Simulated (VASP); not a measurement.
Here is a VASP 6.6.1 calculation.

The input INCAR:

```
PREC = Accurate
ENCUT = 520
EDIFF = 1E-6
ISMEAR = 0
SIGMA = 0.1
LREAL = False
LASPH = True
NELM = 80
ALGO = Normal
ISIF = 2
LWAVE = False
LCHARG = True
GGA = PE
LELF = True
LVHAR = True
NBANDS = 16
```

KPOINTS

```
Automatic mesh
0
Gamma
  18 18 18
```

The input POSCAR:

```
TiN
1.0
    0.0000000000      2.1919078371      2.1919078371
    2.1919078371      0.0000000000      2.1919078371
    2.1919078371      2.1919078371      0.0000000000
Ti N
1 1
Direct
    0.0000000000      0.0000000000      0.0000000000
    0.5000000000      0.5000000000      0.5000000000
```

Potentials or basis: VASP PAW PBE potentials, release 64 (Ti_sv, N).

Launch:

```console
$ cat potpaw_PBE.64/Ti_sv/POTCAR potpaw_PBE.64/N/POTCAR > POTCAR
$ mpirun -np 1 vasp_std > vasp.out
```

(1) What does it give for the band gap on the k mesh?

(2) What does it give for the pressure?

## Answers

(1) zero (an odd number of electrons rules out a gap without spin polarisation).

(2) -21.2 GPa.

Caveat: the cell stands under tension.
